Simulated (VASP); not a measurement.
Set up this calculation in VASP 6.6.1, as the native input.

```
Task                   : relaxation of cell and atoms
Functional             : PBE
Potentials or basis    : VASP PAW PBE potentials, release 64 (Sb, S)
Cutoff                 : 600 eV
k mesh                 : 8 × 8 × 8
Occupations            : gaussian, width 0.1 eV
Spin                   : no spin polarisation
Dipole correction      : no
Further INCAR settings : ALGO = Normal; EDIFF = 1e-06; IBRION = 2; EDIFFG = -0.01; NSW = 100; ISIF = 3
```

The structure of Sb3S2 lies in POSCAR:

```
Sb3S2
1.0
    5.6590480746      0.0000000000      0.0000000000
    0.0000000000      5.6590480746      0.0000000000
    0.0000000000      0.0000000000      4.9399778568
Sb S
3 2
Direct
    0.5000000000      0.0000000000      0.5000000000
    0.0000000000      0.5000000000      0.5000000000
    0.0000000000      0.0000000000      0.5000000000
    0.5000000000      0.5000000000      0.2569362620
    0.5000000000      0.5000000000      0.7430637380
```

The cell was built from a structure type or drawn by symmetry, and may not be a known phase.

One way to write it, as run:

INCAR

```
  ALGO = Normal
  EDIFF = 1E-6
  EDIFFG = -0.01
  ENCUT = 600
  GGA = PE
  IBRION = 2
  ISIF = 3
  ISMEAR = 0
  LASPH = T
  LCHARG = F
  LREAL = F
  LWAVE = F
  NELM = 80
  NSW = 100
  PREC = Accurate
  SIGMA = 0.1
```

KPOINTS

```
k-points
0
Gamma
  8 8 8
```

Potentials or basis: VASP PAW PBE potentials, release 64 (Sb, S).

Launch:

```sh
$ cat potpaw_PBE.64/Sb/POTCAR potpaw_PBE.64/S/POTCAR > POTCAR
$ mpirun -np 1 vasp_std > vasp.out
```

It gave:

- Relaxed volume: 31.67 Å³/atom
- Relaxed cell: a = 5.774 Å, b = 5.774 Å, c = 4.749 Å, α = 90.00°, β = 90.00°, γ = 90.00°
- Space group after relaxing (to 0.1 Å): P4/mmm (No. 123)
- Energy gained by relaxing: 45.9 meV/atom
- Ionic steps: 37
- Pressure after relaxing: 0.0 GPa
- Band gap on the k mesh: zero (an odd number of electrons rules out a gap without spin polarisation)

Caveat: spin-orbit coupling is left out, which moves the levels of the heavy elements.

It took 93 min on 1 thread of Intel Xeon 8259CL, on a shared host, peak memory 0.49 GiB.
